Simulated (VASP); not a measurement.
Set up this calculation in VASP 6.6.1, as the native input.

```
Task                   : single point
Functional             : PBE
Dispersion             : D3(BJ)
Potentials or basis    : VASP PAW PBE potentials, release 64 (Si)
Cutoff                 : 520 eV
k mesh                 : 9 × 9 × 1
Occupations            : gaussian, width 0.1 eV
Spin                   : no spin polarisation
Dipole correction      : yes
Further INCAR settings : ALGO = Normal; EDIFF = 1e-06; NBANDS = 16
```

The structure of Si lies in POSCAR:

```
Si
1.0
    3.8475254764      0.0000000000      0.0000000000
   -1.9237627382      3.3320548043      0.0000000000
    0.0000000000      0.0000000000     18.4415958250
Si
4
Direct
    0.3333333333      0.6666666667      0.2695427207
    0.6666666667      0.3333333333      0.2440135899
    0.5000000000      1.3333333333      0.5336629172
    0.8333333333      1.0000000000      0.5081337863
```

One way to write it, as run:

INCAR

```
ALGO     = Normal         # electronic algorithm
DIPOL    = 0.5 0.5 0.389
EDIFF    = 1E-6           # SCF threshold, eV
ENCUT    = 520            # plane-wave cutoff, eV
GGA      = PE             # functional
IDIPOL   = 3            
ISIF     = 2              # what is computed and relaxed
ISMEAR   = 0              # smearing method
IVDW     = 12             # dispersion correction
LASPH    = T              # aspherical terms in the spheres
LCHARG   = F              # write CHGCAR
LDIPOL   = T            
LREAL    = F              # projectors in reciprocal space
LWAVE    = F              # write WAVECAR
NBANDS   = 16             # bands
NELM     = 80             # most SCF steps
PREC     = Accurate       # precision mode
SIGMA    = 0.1            # smearing width, eV
```

KPOINTS

```
k-points
0
Gamma
  9 9 1
```

Potentials or basis: VASP PAW PBE potentials, release 64 (Si).

Run with:

```bash
$ cat potpaw_PBE.64/Si/POTCAR > POTCAR
$ mpirun -np 1 vasp_std > vasp.out
```

It gave:

| Item | Value |
| --- | --- |
| Largest force | 0.095 eV/Å |
| Band gap on the k mesh | 0.16 eV, direct |
| Dispersion energy per atom | -0.228 eV |

It took 3.7 min on 1 thread of Intel(R) Xeon(R) 6975P-C (Granite Rapids), with other jobs on the host, peak memory 0.39 GiB.
